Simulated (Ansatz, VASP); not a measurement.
**One calculation of CsPtS, two programs**

```
Cs Pt S
1.0
     4.65440    0.00000    0.00000
     0.00000    4.65440    0.00000
     0.00000    0.00000    5.23363
Cs Pt S
1 1 1
Cartesian
  0.0000 0.0000 0.0000
  0.0000 0.0000 2.6168
  2.3272 2.3272 2.6168
```

Alike in both runs: task single point; functional PBE; k mesh 4 × 4 × 4; occupations gaussian, width 0.1 eV; no spin polarisation.

|  | VASP | Ansatz |
| --- | --- | --- |
| version | VASP 6.6.1 | Ansatz 0.2.0 |
| potentials or method | VASP PAW PBE potentials, release 64 (Cs_sv, Pt_sv_GW, S), cutoff 570 eV | scalar-relativistic, plane waves, PAW |
| valence electrons in the cell | 33 | 33 |

|  | VASP | Ansatz | Ansatz less VASP |
| --- | --- | --- | --- |
| gap on the k mesh at the Fermi level (eV) | none | none | - |
| pressure (GPa) | -2.7 | -3.0 | -0.32 |
| traceless stress, the component that is largest in VASP (GPa) | 12.66 | 11.59 | -1.068 |

A gap of «none» marks a metal or a gap that the smearing closes. The functional is the same, so the differences come from potentials, cutoffs and numerics.

Neither program's run includes spin-orbit coupling.
